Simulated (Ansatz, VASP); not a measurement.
## BN in VASP and in Ansatz

```xyz
36
Lattice="7.4650 0.0000 0.0000 -3.7325 6.4649 0.0000 0.0000 0.0000 6.4955" Properties=species:S:1:pos:R:3 pbc="T T T"
B     0.0010    1.4361    1.6239
B     1.2432    0.7189    4.8716
B    -1.2432    3.5911    1.6239
B    -0.0010    2.8738    4.8716
B    -2.4874    5.7460    1.6239
B    -1.2451    5.0288    4.8716
B     2.4893    1.4361    1.6239
B     3.7316    0.7189    4.8716
B     1.2451    3.5911    1.6239
B     2.4874    2.8738    4.8716
B     0.0010    5.7460    1.6239
B     1.2432    5.0288    4.8716
B     4.9776    1.4361    1.6239
B     6.2199    0.7189    4.8716
B     3.7335    3.5911    1.6239
B     4.9757    2.8738    4.8716
B     2.4893    5.7460    1.6239
B     3.7316    5.0288    4.8716
N     0.0033    1.4347    4.8716
N     1.2409    0.7202    1.6239
N    -1.2409    3.5897    4.8716
N    -0.0033    2.8752    1.6239
N    -2.4850    5.7447    4.8716
N    -1.2475    5.0302    1.6239
N     2.4917    1.4347    4.8716
N     3.7292    0.7202    1.6239
N     1.2475    3.5897    4.8716
N     2.4850    2.8752    1.6239
N     0.0033    5.7447    4.8716
N     1.2409    5.0302    1.6239
N     4.9800    1.4347    4.8716
N     6.2175    0.7202    1.6239
N     3.7358    3.5897    4.8716
N     4.9734    2.8752    1.6239
N     2.4917    5.7447    4.8716
N     3.7292    5.0302    1.6239
```

Alike in both runs: task single point; functional PBE; k mesh 1 × 1 × 1; occupations fermi-dirac, width 0.01 eV; no spin polarisation.

|  | VASP | Ansatz |
| --- | --- | --- |
| version | VASP 6.6.1 | Ansatz 0.2.0 |
| potentials or method | VASP PAW PBE potentials, release 64 (B, N), cutoff 600 eV | plane-wave PAW DFT |
| valence electrons in the cell | 144 | 144 |

Ansatz gave:

```
gap on the k mesh at the Fermi level (eV) : 4.97
rms of the force components (eV/Å)        : 0.127
```

Task: Estimate VASP's values.

Result: gap on the k mesh at the Fermi level (eV): 4.97; rms of the force components (eV/Å): 0.126.

The k mesh is coarse, so the values compare programs but aren't converged.
